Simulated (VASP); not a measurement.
# Cr2O3 (R-3c) in VASP: notebook, part 2 of 2

VASP 6.6.1.

## 3. Single point, PBE+U, collinear spin, antiferromagnetic start (9.89 Å³/atom)

This run uses another cell than the first one, of 9.89 Å³/atom.

Contents of INCAR:

```
SYSTEM = Cr2O3
PREC = Accurate
ENCUT = 520
EDIFF = 1E-6
ISMEAR = 0
SIGMA = 0.05
LREAL = .FALSE.
LASPH = .TRUE.
NELM = 150
ALGO = Normal
ISIF = 2
LWAVE = .FALSE.
LCHARG = .FALSE.
ISPIN = 2
MAGMOM = 2.68 -2.68 -2.68 2.68 0 0 0 0 0 0
LORBIT = 11
LMAXMIX = 4
LDAU = .TRUE.
LDAUTYPE = 2
LDAUL = 2 -1
LDAUU = 3.7 0
LDAUJ = 0 0
LDAUPRINT = 1
GGA = PE
NBANDS = 57
```

Contents of KPOINTS:

```
Automatic mesh
0
G
  4 4 4
  0 0 0
```

Contents of POSCAR:

```
Cr2O3
1.0
    2.5041449005      1.4457687324      4.5534317539
   -2.5041449005      1.4457687324      4.5534317539
    0.0000000000     -2.8915374648      4.5534317540
Cr O
4 6
Direct
    0.3482645901      0.3482645901      0.3482645901
    0.1517354096      0.1517354096      0.1517354096
    0.6517354096      0.6517354096      0.6517354096
    0.8482645901      0.8482645901      0.8482645901
    0.5538917338      0.9461082640      0.2500000025
    0.2500000025      0.5538917338      0.9461082640
    0.9461082640      0.2500000025      0.5538917338
    0.4461082640      0.0538917338      0.7500000025
    0.7500000025      0.4461082640      0.0538917338
    0.0538917338      0.7500000025      0.4461082640
```

Potentials or basis: VASP PAW PBE potentials, release 64 (Cr_pv, O).

The run is started by

```sh
cat potpaw_PBE.64/Cr_pv/POTCAR potpaw_PBE.64/O/POTCAR > POTCAR
mpirun -np 1 vasp_std > vasp.out
```

OUTCAR:

```text
SYSTEM = Cr2O3
   PREC = Accurate
   ENCUT = 520
   EDIFF = 1E-6
   ISMEAR = 0
   LREAL = .FALSE.
   LASPH = .TRUE.
   NELM = 150
   ISIF = 2
   ISPIN = 2
   LORBIT = 11
   GGA = PE

 ion  position               nearest neighbor table
   1  0.348  0.348  0.348-   9 1.98  10 1.98   8 1.98   7 2.03   5 2.03   6 2.03   2 2.68   3 2.92
                             3 2.92   3 2.92
   2  0.152  0.152  0.152-  10 1.98   9 1.98   8 1.98   6 2.03   5 2.03   7 2.03   1 2.68   4 2.92
                             4 2.92   4 2.92
   3  0.652  0.652  0.652-   6 1.98   7 1.98   5 1.98  10 2.03   8 2.03   9 2.03   4 2.68   1 2.92
                             1 2.92   1 2.92
   4  0.848  0.848  0.848-   7 1.98   6 1.98   5 1.98   9 2.03   8 2.03  10 2.03   3 2.68   2 2.92
                             2 2.92   2 2.92
   5  0.554  0.946  0.250-   3 1.98   4 1.98   1 2.03   2 2.03
   6  0.250  0.554  0.946-   3 1.98   4 1.98   1 2.03   2 2.03
   7  0.946  0.250  0.554-   3 1.98   4 1.98   1 2.03   2 2.03
   8  0.446  0.054  0.750-   2 1.98   1 1.98   4 2.03   3 2.03
   9  0.750  0.446  0.054-   2 1.98   1 1.98   4 2.03   3 2.03
  10  0.054  0.750  0.446-   2 1.98   1 1.98   4 2.03   3 2.03

  LATTYP: Found a trigonal (rhomboedric) cell.
 ALAT       =     5.3939530632
 COS(alpha) =     0.5689431207

  Lattice vectors:

 A1 = (   2.5041449005,   1.4457687324,   4.5534317539)
 A2 = (  -2.5041449005,   1.4457687324,   4.5534317539)
 A3 = (   0.0000000000,  -2.8915374648,   4.5534317540)

Analysis of symmetry for initial positions (statically):
=====================================================================
 Subroutine PRICEL returns:
 Original cell was already a primitive cell.

 Routine SETGRP: Setting up the symmetry group for a
 trigonal (rhombohedral) supercell.

 Subroutine GETGRP returns: Found 12 space group operations
 (whereof  6 operations were pure point group operations)
 out of a pool of 12 trial point group operations.

The static configuration has the point symmetry S_6 .
 The point group associated with its full space group is D_3d.

Analysis of symmetry for dynamics (positions and initial velocities):
=====================================================================
 Subroutine PRICEL returns:
 Original cell was already a primitive cell.

 Routine SETGRP: Setting up the symmetry group for a
 trigonal (rhombohedral) supercell.

 Subroutine GETGRP returns: Found 12 space group operations
 (whereof  6 operations were pure point group operations)
 out of a pool of 12 trial point group operations.

The dynamic configuration has the point symmetry S_6 .
 The point group associated with its full space group is D_3d.

Analysis of structural, dynamic, and magnetic symmetry:
=====================================================================
 Subroutine PRICEL returns:
 Original cell was already a primitive cell.

 Routine SETGRP: Setting up the symmetry group for a
 trigonal (rhombohedral) supercell.

 Subroutine GETGRP returns: Found 12 space group operations
 (whereof  6 operations were pure point group operations)
 out of a pool of 12 trial point group operations.

[... 275 lines left out ...]
  o =  0.3005  v = -0.3357  0.5951 -0.0000 -0.5524 -0.4775  0.0000  0.0000  0.0000  0.0000  0.0000      0.0000  0.0000  0.0000  0.0000  0.0000  0.0000  0.0000  0.0000  0.0000  0.0000
  o =  0.3005  v =  0.4775 -0.5524  0.0000 -0.5951 -0.3357  0.0000  0.0000  0.0000  0.0000  0.0000      0.0000  0.0000  0.0000  0.0000  0.0000  0.0000  0.0000  0.0000  0.0000  0.0000
  o =  0.9456  v = -0.0000 -0.0000 -1.0000 -0.0000  0.0000  0.0000  0.0000  0.0000  0.0000  0.0000      0.0000  0.0000  0.0000  0.0000  0.0000  0.0000  0.0000  0.0000  0.0000  0.0000
  o =  0.9460  v = -0.6135 -0.3517  0.0000 -0.4658  0.5319  0.0000  0.0000  0.0000  0.0000  0.0000      0.0000  0.0000  0.0000  0.0000  0.0000  0.0000  0.0000  0.0000  0.0000  0.0000
  o =  0.9460  v = -0.5319 -0.4658  0.0000  0.3517 -0.6135  0.0000  0.0000  0.0000  0.0000  0.0000      0.0000  0.0000  0.0000  0.0000  0.0000  0.0000  0.0000  0.0000  0.0000  0.0000

 number of electron      84.0000011 magnetization       0.0000000

 Free energy of the ion-electron system (eV)
  ---------------------------------------------------
  ext. energy  EPLUGINS =         0.00000000
  ---------------------------------------------------
  free energy    TOTEN  =       -79.15588585 eV

  energy without entropy =      -79.15588585  energy(sigma->0) =      -79.15588585

 E-fermi :   5.5511     XC(G=0): -11.9372

 val. band max:        5.3076162064   @ k =   0.2500   0.0000   0.0000
 cond. band min:       8.5196660474   @ k =   0.5000   0.5000   0.0000
 fundamental gap:      3.2120498410
 Fermi energy:         5.5510538882

 spin component 1

 k-point     1 :       0.0000    0.0000    0.0000
  band No.  band energies     occupation
      1     -38.0249      1.00000
      2     -38.0249      1.00000
      3     -38.0133      1.00000
      4     -38.0114      1.00000
      5     -38.0114      1.00000
      6     -37.9954      1.00000
[... 730 lines left out ...]
     53      11.2261      0.00000
     54      11.2261      0.00000
 Fermi energy:         5.5510538882

 spin component 2

 k-point     1 :       0.0000    0.0000    0.0000
  band No.  band energies     occupation
      1     -38.0249      1.00000
      2     -38.0249      1.00000
      3     -38.0133      1.00000
      4     -38.0114      1.00000
      5     -38.0114      1.00000
      6     -37.9954      1.00000
[... 730 lines left out ...]
     53      11.2261      0.00000
     54      11.2261      0.00000
 [bands above 54 left out]

------------------------ aborting loop because EDIFF is reached ----------------------------------------

  FORCE on cell =-STRESS in cart. coord.  units (eV):
  Direction    XX          YY          ZZ          XY          YZ          ZX
  --------------------------------------------------------------------------------------
  -------------------------------------------------------------------------------------
  Total        4.8200849      4.8200849      4.8901047      0.0000000     -0.0000000      0.0000000
  in kB       78.0758824     78.0758824     79.2100658      0.0000000     -0.0000000      0.0000000
  external PRESSURE =      78.4539435 kB  Pullay stress =       0.0000000 kB

 VOLUME and BASIS-vectors are now :
 -----------------------------------------------------------------------------
  energy-cutoff  :      520.00
  volume of cell :       98.91
      direct lattice vectors                 reciprocal lattice vectors
     2.504144901  1.445768732  4.553431754     0.199668957  0.115278926  0.073204860
    -2.504144901  1.445768732  4.553431754    -0.199668957  0.115278926  0.073204860
     0.000000000 -2.891537465  4.553431754     0.000000000 -0.230557852  0.073204860

 POSITION                                       TOTAL-FORCE (eV/Angst)
 -----------------------------------------------------------------------------------
      0.00000      0.00000      4.75740        -0.000000      0.000000      0.030180
      0.00000      0.00000      2.07275        -0.000000      0.000000     -0.030180
      0.00000      0.00000      8.90290        -0.000000      0.000000     -0.030180
      0.00000      0.00000     11.58754        -0.000000      0.000000      0.030180
     -0.98217      1.44577      7.96851         0.082842      0.000000      0.000000
     -0.76099     -1.57347      7.96851        -0.041421      0.071743     -0.000000
      1.74316      0.12770      7.96851        -0.041421     -0.071743      0.000000
      0.98217     -1.44577      5.69179        -0.082842     -0.000000     -0.000000
      0.76099      1.57347      5.69179         0.041421     -0.071743      0.000000
     -1.74316     -0.12770      5.69179         0.041421      0.071743     -0.000000
 -----------------------------------------------------------------------------------
    total drift:                                0.000001      0.000000     -0.000001

  FREE ENERGIE OF THE ION-ELECTRON SYSTEM (eV)
  ---------------------------------------------------
  free  energy   TOTEN  =       -79.1558858504 eV

  energy  without entropy=      -79.1558858504  energy(sigma->0) =      -79.15588585

 total charge

# of ion       s       p       d       tot
------------------------------------------
    1        0.298   6.346   3.990  10.635
    2        0.298   6.346   3.990  10.635
    3        0.298   6.346   3.990  10.635
    4        0.298   6.346   3.990  10.635
    5        1.555   3.521   0.000   5.076
    6        1.555   3.521   0.000   5.076
    7        1.555   3.521   0.000   5.076
    8        1.555   3.521   0.000   5.076
    9        1.555   3.521   0.000   5.076
   10        1.555   3.521   0.000   5.076
--------------------------------------------------
tot         10.524  46.509  15.962  72.995

 magnetization (x)

# of ion       s       p       d       tot
------------------------------------------
    1        0.019   0.030   2.850   2.900
    2       -0.019  -0.030  -2.850  -2.900
    3       -0.019  -0.030  -2.850  -2.900
    4        0.019   0.030   2.850   2.900
    5        0.000   0.000   0.000   0.000
    6        0.000   0.000   0.000   0.000
    7        0.000   0.000   0.000   0.000
    8        0.000   0.000   0.000   0.000
    9        0.000   0.000   0.000   0.000
   10        0.000   0.000   0.000   0.000
--------------------------------------------------
tot          0.000   0.000   0.000   0.000
```

Run time: 94 s. Hardware: 1 thread of AMD EPYC 9R45 (Zen 5), shared host; peak memory 0.31 GiB.

What came out:

```
Free energy                                           : -79.1559 eV
Pressure                                              : 7.8 GPa
Largest force                                         : 0.083 eV/Å
Band gap on the k mesh                                : 3.21 eV (least direct gap 3.22 eV)
Net moment                                            : 0.00 μB per cell
Site moments                                          : Cr +2.90, -2.90 (each value once); O +0.00 μB
Valence electrons inside the program's atomic spheres : Cr 10.63; O 5.08
```

Forces in eV/Å, atoms in the order of the input:
```
Cr   0.000  0.000  0.030
Cr   0.000  0.000 -0.030
Cr   0.000  0.000 -0.030
Cr   0.000  0.000  0.030
O    0.083  0.000  0.000
O   -0.041  0.072  0.000
O   -0.041 -0.072  0.000
O   -0.083  0.000  0.000
O    0.041 -0.072  0.000
O    0.041  0.072  0.000
```

Eigenvalues of the final occupation matrices:
| site | spin | trace | eigenvalues |
| --- | --- | --- | --- |
| site 1 d | 1 | 3.44 | 0.30 0.30 0.95 0.95 0.95 |
| site 1 d | 2 | 0.58 | 0.05 0.05 0.06 0.21 0.21 |
| site 2 d | 1 | 0.58 | 0.05 0.05 0.06 0.21 0.21 |
| site 2 d | 2 | 3.44 | 0.30 0.30 0.95 0.95 0.95 |
| site 3 d | 1 | 0.58 | 0.05 0.05 0.06 0.21 0.21 |
| site 3 d | 2 | 3.44 | 0.30 0.30 0.95 0.95 0.95 |
| site 4 d | 1 | 3.44 | 0.30 0.30 0.95 0.95 0.95 |
| site 4 d | 2 | 0.58 | 0.05 0.05 0.06 0.21 0.21 |

Caveat: the cell stands under pressure.

## 4. Single point, PBE+U, collinear spin, antiferromagnetic start (10.29 Å³/atom)

This run uses another cell than the first one, of 10.29 Å³/atom.

Contents of INCAR:

```
SYSTEM = Cr2O3
PREC = Accurate
ENCUT = 520
EDIFF = 1E-7
ISMEAR = 0
SIGMA = 0.05
LREAL = .FALSE.
LASPH = .TRUE.
NELM = 150
ALGO = Normal
ISIF = 2
LWAVE = .FALSE.
LCHARG = .TRUE.
ISPIN = 2
MAGMOM = 2.74 -2.74 -2.74 2.74 0 0 0 0 0 0
LORBIT = 11
LMAXMIX = 4
LDAU = .TRUE.
LDAUTYPE = 2
LDAUL = 2 -1
LDAUU = 3.7 0
LDAUJ = 0 0
LDAUPRINT = 1
GGA = PE
LELF = .TRUE.
LVHAR = .TRUE.
NBANDS = 57
```

KPOINTS is that of step 3.

Contents of POSCAR:

```
Cr2O3
1.0
    2.5370310227      1.4647555439      4.6172169694
   -2.5370310227      1.4647555439      4.6172169694
    0.0000000000     -2.9295110878      4.6172169694
Cr O
4 6
Direct
    0.3480829014      0.3480829014      0.3480829014
    0.1519171011      0.1519171011      0.1519171011
    0.6519171011      0.6519171011      0.6519171011
    0.8480829014      0.8480829014      0.8480829014
    0.5523566342      0.9476433785      0.2499999848
    0.2499999848      0.5523566342      0.9476433785
    0.9476433785      0.2499999848      0.5523566342
    0.4476433785      0.0523566342      0.7499999848
    0.7499999848      0.4476433785      0.0523566342
    0.0523566342      0.7499999848      0.4476433785
```

The run is started by

```sh
cat potpaw_PBE.64/Cr_pv/POTCAR potpaw_PBE.64/O/POTCAR > POTCAR
mpirun -np 1 vasp_std > vasp.out
```

Run time: 2.2 min. Hardware: 1 thread of AMD EPYC 9R45 (Zen 5), shared host; peak memory 0.35 GiB.

Results (log left out):

| Item | Value |
| --- | --- |
| Free energy | -79.2442 eV |
| Pressure | -0.7 GPa |
| Largest force | 0.092 eV/Å |
| Band gap on the k mesh | 3.11 eV (least direct gap 3.13 eV) |
| Net moment | 0.00 μB per cell |
| Site moments | Cr +2.92, -2.92 (each value once); O +0.00 μB |
| Valence electrons inside the program's atomic spheres | Cr 10.55; O 5.05 |

Forces in eV/Å, atoms in the order of the input:
```
Cr   0.000  0.000  0.045
Cr   0.000  0.000 -0.045
Cr   0.000  0.000 -0.045
Cr   0.000  0.000  0.045
O    0.092  0.000  0.000
O   -0.046  0.080  0.000
O   -0.046 -0.080  0.000
O   -0.092  0.000  0.000
O    0.046 -0.080  0.000
O    0.046  0.080  0.000
```

Stress tensor (GPa, compression positive):
```
-0.77  0.00  0.00
 0.00 -0.77  0.00
 0.00  0.00 -0.60
```

Levels at points of the mesh, in eV from the valence-band top:
Spin up:
```
           k point  band 38  band 39  band 40  band 41  band 42  band 43  band 44  band 45  band 46  band 47
(0.00, 0.00, 0.00)    -0.57    -0.41    -0.29    -0.29    -0.26     3.26     3.26     4.60     4.60     4.70
(0.50, 0.00, 0.00)    -0.95    -0.43    -0.43    -0.09    -0.09     3.71     3.71     4.04     4.04     4.86
(0.50, 0.50, 0.00)    -0.74    -0.61    -0.46    -0.18    -0.01     3.11     3.53     3.68     4.54     4.58
(0.50, 0.50, 0.50)    -0.57    -0.46    -0.46    -0.46    -0.46     3.67     3.67     3.67     3.67     5.16
```
Spin down:
```csv
k point,band 38,band 39,band 40,band 41,band 42,band 43,band 44,band 45,band 46,band 47
"(0.00, 0.00, 0.00)",-0.57,-0.41,-0.29,-0.29,-0.26,3.26,3.26,4.60,4.60,4.70
"(0.50, 0.00, 0.00)",-0.95,-0.43,-0.43,-0.09,-0.09,3.71,3.71,4.04,4.04,4.86
"(0.50, 0.50, 0.00)",-0.74,-0.61,-0.46,-0.18,-0.01,3.11,3.53,3.68,4.54,4.58
"(0.50, 0.50, 0.50)",-0.57,-0.46,-0.46,-0.46,-0.46,3.67,3.67,3.67,3.67,5.16
```

Eigenvalues of the final occupation matrices:
| site | spin | trace | eigenvalues |
| --- | --- | --- | --- |
| site 1 d | 1 | 3.43 | 0.29 0.29 0.95 0.95 0.95 |
| site 1 d | 2 | 0.55 | 0.04 0.04 0.05 0.20 0.20 |
| site 2 d | 1 | 0.55 | 0.04 0.04 0.05 0.20 0.20 |
| site 2 d | 2 | 3.43 | 0.29 0.29 0.95 0.95 0.95 |
| site 3 d | 1 | 0.55 | 0.04 0.04 0.05 0.20 0.20 |
| site 3 d | 2 | 3.43 | 0.29 0.29 0.95 0.95 0.95 |
| site 4 d | 1 | 3.43 | 0.29 0.29 0.95 0.95 0.95 |
| site 4 d | 2 | 0.55 | 0.04 0.04 0.05 0.20 0.20 |

A k mesh can miss the band edges. The state reached can hang on the start; a lower one may exist.

## 5. Overview

```tsv
cell	gap on the mesh (eV)	pressure (GPa)	moment (μB)	largest force (eV/Å)
a = 5.356 Å, angles 55.3°, 10 atoms	3.26	12.9	0.00	0.08
a = 5.394 Å, angles 55.3°, 10 atoms	3.21	7.8	0.00	0.08
a = 5.468 Å, angles 55.3°, 10 atoms	3.11	-0.7	0.00	0.09
```

Alike in all rows: task single point; level PBE+U; potentials or basis VASP PAW PBE potentials, release 64 (Cr_pv, O); spin collinear, antiferromagnetic start; Cr d U = 3.7 eV; k mesh 4 × 4 × 4; cutoff (eV) 520; smearing gaussian 0.05 eV.

Caveats: the cell stands under pressure (at least some runs).

Total energies depend on the potentials used, so only differences within one code and one set of settings carry meaning.
